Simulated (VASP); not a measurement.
# TiO2 (I4_1/amd) in VASP: single point with r2SCAN

Aim: the single point of TiO2 with r2SCAN.

Everything below comes from runs of VASP 6.6.1. Logs are shortened: lines on timing, memory, paths and dates and some standing lists are left out, and cuts for length are marked.

## Step 1: The cell of the first run

The structure is tetragonal, space group I4_1/amd (No. 141). The conventional cell has a = 3.784 Å, b = 3.784 Å, c = 9.515 Å, α = 90.00°, β = 90.00°, γ = 90.00°. Within 2.6 Å of Ti (site symmetry -4m2) lie 6 O at 1.93 to 1.98 Å. Within 2.6 Å of O (site symmetry 2mm) lie 3 Ti at 1.93 to 1.98 Å and 2 O at 2.47 Å.

## Step 2: Single point, r2SCAN

Input file POSCAR:

```
TiO2
1.0
   -1.8921000000      1.8921000000      4.7573000000
    1.8921000000     -1.8921000000      4.7573000000
    1.8921000000      1.8921000000     -4.7573000000
Ti O
2 4
Direct
    0.0000000000      0.0000000000      0.0000000000
    0.7500000000      0.2500000000      0.5000000000
    0.2081573449      0.2081573449      0.0000000000
    0.9581573449      0.4581573449      0.5000000000
    0.5418426551      0.0418426551      0.5000000000
    0.7918426551      0.7918426551      0.0000000000
```

Input file INCAR.step1:

```
PREC     = Accurate       # precision mode
ENCUT    = 520            # plane-wave cutoff, eV
ISMEAR   = 0              # smearing method
SIGMA    = 0.01           # smearing width, eV
LREAL    = F              # projectors in reciprocal space
LASPH    = T              # aspherical terms in the spheres
NELM     = 80             # most SCF steps
NBANDS   = 33             # bands
GGA      = PE             # functional
ALGO     = Normal         # electronic algorithm
EDIFF    = 1E-4           # SCF threshold, eV
LWAVE    = T              # write WAVECAR
LCHARG   = F              # write CHGCAR
```

Input file INCAR.step2:

```
PREC     = Accurate       # precision mode
ENCUT    = 520            # plane-wave cutoff, eV
EDIFF    = 1E-6           # SCF threshold, eV
ISMEAR   = 0              # smearing method
SIGMA    = 0.01           # smearing width, eV
LREAL    = F              # projectors in reciprocal space
LASPH    = T              # aspherical terms in the spheres
NELM     = 80             # most SCF steps
ALGO     = Normal         # electronic algorithm
ISIF     = 2              # what is computed and relaxed
LWAVE    = F              # write WAVECAR
LCHARG   = F              # write CHGCAR
METAGGA  = R2SCAN         # meta-GGA
LMIXTAU  = T            
NBANDS   = 33             # bands
ISTART   = 1
```

Input file KPOINTS:

```
Automatic mesh
0
Gamma
  6 6 6
```

Potentials or basis: VASP PAW PBE potentials, release 64 (Ti_sv, O).

Run with:

```sh
$ cat potpaw_PBE.64/Ti_sv/POTCAR potpaw_PBE.64/O/POTCAR > POTCAR
$ cp INCAR.step1 INCAR
$ mpirun -np 1 vasp_std > vasp.out
$ cp INCAR.step2 INCAR
$ mpirun -np 1 vasp_std > vasp.out
```

OUTCAR:

```text
PREC = Accurate
   ENCUT = 520
   EDIFF = 1E-6
   ISMEAR = 0
   LREAL = F
   LASPH = T
   NELM = 80
   ISIF = 2
   METAGGA = R2SCAN
   ISTART = 1

 ion  position               nearest neighbor table
   1  0.000  0.000  0.000-   5 1.93   4 1.93   5 1.93   4 1.93   3 1.98   6 1.98
   2  0.750  0.250  0.500-   6 1.93   3 1.93   6 1.93   3 1.93   4 1.98   5 1.98
   3  0.208  0.208  0.000-   2 1.93   2 1.93   1 1.98
   4  0.958  0.458  0.500-   1 1.93   1 1.93   2 1.98
   5  0.542  0.042  0.500-   1 1.93   1 1.93   2 1.98
   6  0.792  0.792  0.000-   2 1.93   2 1.93   1 1.98

  LATTYP: Found a body centered tetragonal cell.
 ALAT       =     3.7842000000
 C/A-ratio  =     2.5142962846

  Lattice vectors:

 A1 = (  -1.8921000000,   1.8921000000,   4.7573000000)
 A2 = (   1.8921000000,  -1.8921000000,   4.7573000000)
 A3 = (   1.8921000000,   1.8921000000,  -4.7573000000)

Analysis of symmetry for initial positions (statically):
=====================================================================
 Subroutine PRICEL returns:
 Original cell was already a primitive cell.

 Routine SETGRP: Setting up the symmetry group for a
 body centered tetragonal supercell.

 Subroutine GETGRP returns: Found 16 space group operations
 (whereof  8 operations were pure point group operations)
 out of a pool of 16 trial point group operations.

The static configuration has the point symmetry D_2d.
 The point group associated with its full space group is D_4h.

Analysis of symmetry for dynamics (positions and initial velocities):
=====================================================================
 Subroutine PRICEL returns:
 Original cell was already a primitive cell.

 Routine SETGRP: Setting up the symmetry group for a
 body centered tetragonal supercell.

 Subroutine GETGRP returns: Found 16 space group operations
 (whereof  8 operations were pure point group operations)
 out of a pool of 16 trial point group operations.

The dynamic configuration has the point symmetry D_2d.
 The point group associated with its full space group is D_4h.

 Subroutine INISYM returns: Found 16 space group operations
 (whereof  8 operations are pure point group operations),
 and found     1 'primitive' translations

----------------------------------------------------------------------------------------

                                     Primitive cell

  volume of cell :      68.1253

  direct lattice vectors                    reciprocal lattice vectors
    -1.892100000  1.892100000  4.757300000     0.000000000  0.264256646  0.105101633
     1.892100000 -1.892100000  4.757300000     0.264256646  0.000000000  0.105101633
     1.892100000  1.892100000 -4.757300000     0.264256646  0.264256646  0.000000000

  length of vectors
     5.458203744  5.458203744  5.458203744     0.284390450  0.284390450  0.373715333

  position of ions in fractional coordinates (direct lattice)
     0.000000000  0.000000000  0.000000000
     0.750000000  0.250000000  0.500000000
     0.208157345  0.208157345  0.000000000
     0.958157345  0.458157345  0.500000000
     0.541842655  0.041842655  0.500000000
     0.791842655  0.791842655  0.000000000

  ion indices of the primitive-cell ions
   primitive index   ion index
                 1           1
                 2           2
                 3           3
                 4           4
                 5           5
                 6           6

----------------------------------------------------------------------------------------

 KPOINTS: Automatic mesh

Automatic generation of k-mesh.
 Grid dimensions read from file:
 generate k-points for:    6    6    6

 Generating k-lattice:

  Cartesian coordinates                     Fractional coordinates (reciprocal lattice)
     0.000000000  0.044042774  0.017516939     0.166666667  0.000000000 -0.000000000
     0.044042774  0.000000000  0.017516939     0.000000000  0.166666667 -0.000000000
     0.044042774  0.044042774  0.000000000     0.000000000  0.000000000  0.166666667

  Length of vectors
     0.047398408  0.047398408  0.062285889

  Shift w.r.t. Gamma in fractional coordinates (k-lattice)
     0.000000000  0.000000000  0.000000000

 Subroutine IBZKPT returns following result:
 ===========================================

 Found     30 irreducible k-points:

 Following reciprocal coordinates:
            Coordinates               Weight
  0.000000  0.000000  0.000000      1.000000
  0.166667 -0.000000  0.000000      8.000000
  0.333333  0.000000  0.000000      8.000000
  0.500000  0.000000  0.000000      4.000000
  0.166667  0.166667  0.000000      8.000000
  0.333333  0.166667 -0.000000     16.000000
[... 16 lines left out ...]
 -0.333333 -0.333333  0.166667      8.000000
 -0.166667 -0.333333  0.166667      8.000000
 [... further k-points ...]
   k-points           NKPTS =     30   k-points in BZ     NKDIM =     30   number of bands    NBANDS=     33
   number of dos      NEDOS =    301   number of ions     NIONS =      6
   total plane-waves  NPLWV =  74088
   dimension x,y,z NGX =    42 NGY =   42 NGZ =   42
   dimension x,y,z NGXF=    84 NGYF=   84 NGZF=   84
   ions per type =               2   4
   NGX,Y,Z   is equivalent  to a cutoff of  12.79, 12.79, 12.79 a.u.
   NGXF,Y,Z  is equivalent  to a cutoff of  25.58, 25.58, 25.58 a.u.
 SYSTEM =  unknown system
   PREC   = accura    normal or accurate (medium, high low for compatibility)
   ISTART =      1    job   : 0-new  1-cont  2-samecut
   ICHARG =      0    charge: 1-file 2-atom 10-const
   ISPIN  =      1    spin polarized calculation?
   LNONCOLLINEAR =      F non collinear calculations
   LSORBIT =      F    spin-orbit coupling
   LASPH  =      T    aspherical Exc in radial PAW
   ENCUT  =  520.0 eV  38.22 Ry    6.18 a.u.  10.15 10.15 10.15*2*pi/ulx,y,z
   NELM   =     80;   NELMIN=  2; NELMDL=  0     # of ELM steps
   EDIFF  = 0.1E-05   stopping-criterion for ELM
   LREAL  =      F    real-space projection
   EDIFFG = 0.1E-04   stopping-criterion for IOM
   NSW    =      0    number of steps for IOM
   IBRION =     -1    ionic relax: 0-MD 1-quasi-New 2-CG
   NFREE  =      0    steps in history (QN), initial steepest desc. (CG)
   ISIF   =      2    stress and relaxation
   ISYM   =      2    0-nonsym 1-usesym 2-fastsym
   POTIM  = 0.5000    time-step for ionic-motion
   TEBEG  =    0.0;   TEEND  =   0.0 temperature during run
   PSTRESS=    0.0 pullay stress
   NELECT =      48.0000    total number of electrons
   NUPDOWN=      -1.0000    fix difference up-down
   EMIN   =  10.00;   EMAX   =-10.00  energy-range for DOS
   EFERMI =   0.00;   METHOD = LEGACY
   ISMEAR =     0;   SIGMA  =   0.01  broadening in eV -4-tet -1-fermi 0-gaus
   EFERMI_NEDOS =   21; number of points for ismear=-14 and -15
   IALGO  =     38    algorithm
   IMIX   =      4    mixing-type and parameters
     AMIX     =   0.40;   BMIX     =  1.00
     AMIX_MAG =   1.60;   BMIX_MAG =  1.00
  volume/ion in A,a.u.               =      11.35        76.62
  Fermi-wavevector in a.u.,A,eV,Ry     =   1.456752  2.752862 28.873289  2.122127
  Thomas-Fermi vector in A             =   2.573634
   LORBIT       =      0    0 simple, 1 ext, 2 COOP (PROOUT), +10 PAW based schemes
   METAGGA = R2SCAN    functional components
   LHFCALC =     F    Hartree Fock is set to
   AEXX    =    0.0000 exact exchange contribution
   IVDW    =     0    specifies the selected vdW correction
   LEPSILON=     F    determine dielectric tensor
   LRPA    =     F    only Hartree local field effects (RPA)
 non-spin polarized calculation
 Gauss-broadening in eV      SIGMA  =   0.01
  energy-cutoff  :      520.00
  volume of cell :       68.13
 maximum number of plane-waves:      1850
 NGX is ok and might be reduce to    42
   NGX = 21   NGY = 21   NGZ = 21

 number of electron      47.9999989 magnetization

 Free energy of the ion-electron system (eV)
  ---------------------------------------------------
  ext. energy  EPLUGINS =         0.00000000
  ---------------------------------------------------
  free energy    TOTEN  =       -69.85571339 eV

  energy without entropy =      -69.85571339  energy(sigma->0) =      -69.85571339

 E-fermi :   3.1456     XC(G=0): -11.4700

 val. band max:        3.0150096559   @ k =   0.5000   0.5000   0.0000
 cond. band min:       5.5822132823   @ k =   0.0000   0.0000   0.0000
 fundamental gap:      2.5672036264
 Fermi energy:         3.1456487321

 k-point     1 :       0.0000    0.0000    0.0000
  band No.  band energies     occupation
      1     -55.5339      2.00000
      2     -55.4724      2.00000
      3     -30.9575      2.00000
      4     -30.7052      2.00000
      5     -30.7052      2.00000
      6     -30.6329      2.00000
[... 25 lines left out ...]
     32       8.6942      0.00000
     33       8.7121      0.00000

 k-point     2 :       0.1667   -0.0000    0.0000
  band No.  band energies     occupation
      1     -55.5303      2.00000
      2     -55.4748      2.00000
      3     -30.9507      2.00000
      4     -30.7424      2.00000
      5     -30.7076      2.00000
      6     -30.6476      2.00000
[... 25 lines left out ...]
     32       8.9931      0.00000
     33       9.3556      0.00000

 k-point     3 :       0.3333    0.0000    0.0000
  band No.  band energies     occupation
      1     -55.5217      2.00000
      2     -55.4810      2.00000
      3     -30.9379      2.00000
      4     -30.8127      2.00000
      5     -30.7117      2.00000
      6     -30.6690      2.00000
[... 25 lines left out ...]
     32       9.3718      0.00000
     33       9.8815      0.00000

 k-point     4 :       0.5000    0.0000    0.0000
  band No.  band energies     occupation
      1     -55.5161      2.00000
      2     -55.4854      2.00000
      3     -30.9304      2.00000
      4     -30.8495      2.00000
      5     -30.7135      2.00000
      6     -30.6739      2.00000
[... 673 lines left out ...]
     32       9.4243      0.00000
     33       9.6887      0.00000

 k-point    23 :      -0.3333   -0.3333    0.1667
  band No.  band energies     occupation
      1     -55.5153      2.00000
      2     -55.4887      2.00000
      3     -30.8786      2.00000
      4     -30.7864      2.00000
      5     -30.7345      2.00000
      6     -30.6686      2.00000
[... 25 lines left out ...]
     32       9.4482      0.00000
     33       9.8490      0.00000

 k-point    24 :      -0.1667   -0.3333    0.1667
  band No.  band energies     occupation
      1     -55.5230      2.00000
      2     -55.4822      2.00000
      3     -30.9053      2.00000
      4     -30.7571      2.00000
      5     -30.7170      2.00000
      6     -30.6418      2.00000
[... 25 lines left out ...]
     32       9.1354      0.00000
     33       9.2502      0.00000

 [... further k-points ...]
[... 5 lines left out ...]
  --------------------------------------------------------------------------------------
  -------------------------------------------------------------------------------------
  Total        0.6391562      0.6391562      0.9175824      0.0000000      0.0000000      0.0000000
  in kB       15.0317264     15.0317264     21.5797771      0.0000000      0.0000000      0.0000000
  external PRESSURE =      17.2144100 kB  Pullay stress =       0.0000000 kB

 VOLUME and BASIS-vectors are now :
 -----------------------------------------------------------------------------
  energy-cutoff  :      520.00
  volume of cell :       68.13
      direct lattice vectors                 reciprocal lattice vectors
    -1.892100000  1.892100000  4.757300000     0.000000000  0.264256646  0.105101633
     1.892100000 -1.892100000  4.757300000     0.264256646  0.000000000  0.105101633
     1.892100000  1.892100000 -4.757300000     0.264256646  0.264256646  0.000000000

 POSITION                                       TOTAL-FORCE (eV/Angst)
 -----------------------------------------------------------------------------------
      0.00000      0.00000      0.00000         0.000000      0.000000      0.000000
      0.00000      1.89210      2.37865         0.000000      0.000000      0.000000
      0.00000      0.00000      1.98053        -0.000000      0.000000      0.028566
      0.00000      1.89210      4.35918         0.000000     -0.000000      0.028566
      0.00000      1.89210      0.39812         0.000000     -0.000000     -0.028566
      0.00000      0.00000      7.53407        -0.000000      0.000000     -0.028566
 -----------------------------------------------------------------------------------
    total drift:                               -0.000000      0.000000     -0.000000

  FREE ENERGIE OF THE ION-ELECTRON SYSTEM (eV)
  ---------------------------------------------------
  free  energy   TOTEN  =       -69.8557133860 eV

  energy  without entropy=      -69.8557133860  energy(sigma->0) =      -69.85571339
```

Run time: 14 min. Hardware: 1 thread of AMD EPYC 7R13 (Zen 3), shared host; peak memory 0.26 GiB.

What came out:

```yaml
Free_energy: -69.8557 eV
Pressure: 1.7 GPa
Largest_force: 0.029 eV/Å
Band_gap_on_the_k_mesh: 2.57 eV, indirect (least direct gap 2.90 eV)
```

Forces on the atoms (eV/Å):
```
Ti   0.000  0.000  0.000
Ti   0.000  0.000  0.000
O    0.000  0.000  0.029
O    0.000  0.000  0.029
O    0.000  0.000 -0.029
O    0.000  0.000 -0.029
```

Levels at points of the mesh, in eV from the valence-band top:
| k point | band 20 | band 21 | band 22 | band 23 | band 24 | band 25 | band 26 | band 27 | band 28 | band 29 |
| --- | --- | --- | --- | --- | --- | --- | --- | --- | --- | --- |
| (0.00, 0.00, 0.00) | -0.78 | -0.75 | -0.75 | -0.45 | -0.45 | 2.57 | 3.31 | 4.45 | 4.45 | 4.47 |
| (0.50, 0.00, 0.00) | -1.99 | -1.94 | -0.94 | -0.84 | -0.64 | 3.70 | 4.00 | 4.01 | 4.11 | 4.75 |
| (0.50, 0.50, 0.00) | -2.70 | -2.07 | -2.07 | 0.00 | 0.00 | 3.80 | 3.80 | 4.26 | 4.26 | 5.36 |
| (0.50, 0.50, 0.50) | -1.37 | -1.27 | -1.27 | -0.10 | -0.10 | 2.93 | 2.93 | 4.25 | 4.25 | 4.70 |

Caveat: the PAW data sets were made with another functional, which shifts forces and pressure a little. r2SCAN opens gaps a little over a GGA but as a rule still falls short of measured ones.
